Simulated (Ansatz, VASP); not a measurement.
## InAsF6: VASP beside Ansatz

File INCAR:

```
ALGO = Normal
EDIFF = 1E-7
ENCUT = 520
GGA = PE
ISIF = 2
ISMEAR = -1
LASPH = True
LCHARG = False
LREAL = False
LWAVE = False
NBANDS = 40
NELM = 60
PREC = Accurate
SIGMA = 0.05
```

File KPOINTS:

```
k-points
0
Gamma
  5 5 5
```

Contents of POSCAR:

```
InAsF6
1.0
    3.8193378912      2.2050957596      2.6199350752
   -3.8193378912      2.2050957596      2.6199350752
    0.0000000000     -4.4101915192      2.6199350752
In As F
1 1 6
Direct
    0.0044410000      0.0008360000     -0.0026190000
    0.5144920000      0.4945540000      0.4985310000
    0.2358440000      0.2909130000      0.5823390000
    0.6969400000      0.4161360000      0.7850820000
    0.4128770000      0.7656360000      0.7032560000
    0.7684600000      0.7022030000      0.4078300000
    0.5804120000      0.2336080000      0.2976960000
    0.2967950000      0.5808310000      0.2258430000
```

The input input.yaml:

```yaml
crystal:
  lattice:
    - [3.8193378912, 2.2050957596, 2.6199350752]
    - [-3.8193378912, 2.2050957596, 2.6199350752]
    - [0.0, -4.4101915192, 2.6199350752]
  atoms:
    - { symbol: In, position: [0.004441, 0.000836, -0.002619] }
    - { symbol: As, position: [0.514492, 0.494554, 0.498531] }
    - { symbol: F, position: [0.235844, 0.290913, 0.582339] }
    - { symbol: F, position: [0.69694, 0.416136, 0.785082] }
    - { symbol: F, position: [0.412877, 0.765636, 0.703256] }
    - { symbol: F, position: [0.76846, 0.702203, 0.40783] }
    - { symbol: F, position: [0.580412, 0.233608, 0.297696] }
    - { symbol: F, position: [0.296795, 0.580831, 0.225843] }
hamiltonian:
  xc: pbe
  pseudopotentials: { kind: paw }
kpoints:
  mp_grid: { grid: [5, 5, 5] }
scf:
  occupations: { method: fermi_dirac, width: 0.05 }
output:
  forces: true
  stress: true
  eigenvalues: true
```

Change from the starting cell: atoms moved at random, drawn with an rms of 0.05 Å.

Alike in both runs: task single point; functional PBE; k mesh 5 × 5 × 5; occupations fermi-dirac, width 0.05 eV; no spin polarisation.

```csv
,VASP,Ansatz
version,VASP 6.6.1,Ansatz 0.2.0
potentials or method,"VASP PAW PBE potentials, release 64 (In_d, As, F)",Ansatz PAW
plane-wave cutoff (eV),520,420
valence electrons in the cell,60,70
```

|  | VASP | Ansatz | Ansatz less VASP |
| --- | --- | --- | --- |
| gap on the k mesh at the Fermi level (eV) | 3.63 | 3.68 | +0.054 |
| least direct gap on the mesh (eV) | 3.84 | 3.89 | +0.054 |
| pressure (GPa) | 2.1 | 1.3 | -0.73 |
| traceless stress, the component that is largest in VASP (GPa) | -1.55 | -1.40 | +0.155 |
| rms of the force components (eV/Å) | 0.957 | 0.873 | -0.0841 |

Atom by atom the forces differ by 0.141 eV/Å (rms over components). VASP's potentials hold 60 valence electrons a cell and Ansatz's 70, so a difference there can come from the potentials and not from the codes.

Noted on Ansatz's run: odd divisions of the mesh miss points on the zone boundary, where band edges often lie, so the gap on the mesh can be too wide.
